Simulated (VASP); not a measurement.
CdSe:

```
CELL_PARAMETERS angstrom
0.00000 2.96532 3.06778
2.96532 0.00000 3.06778
2.96532 2.96532 0.00000
ATOMIC_POSITIONS crystal
Cd 0.00000 0.00000 0.00000
Se 0.25000 0.25000 0.25000
```

This cell differs from its parent crystal: biaxial xy strain -3.3%.

Base run:

- Program: VASP 6.6.1
- Functional: r2SCAN
- Potentials or basis: VASP PAW PBE potentials, release 64 (Cd, Se)
- Cutoff: 520 eV
- k mesh: 8 × 8 × 8
- Occupations: gaussian, width 0.01 eV
- Spin: no spin polarisation

Its results: band gap on the k mesh 1.14 eV, direct; pressure 4.3 GPa.

Question: The run is repeated on the same cell with these changes: functional from r2SCAN to PBE; occupations from gaussian, width 0.01 eV to fermi-dirac, width 0.02 eV. What comes out?

Answer: Band gap on the k mesh 0.65 eV, direct; pressure 5.8 GPa.

Caveats: the PAW data sets were made with another functional, which shifts forces and pressure a little (some runs).

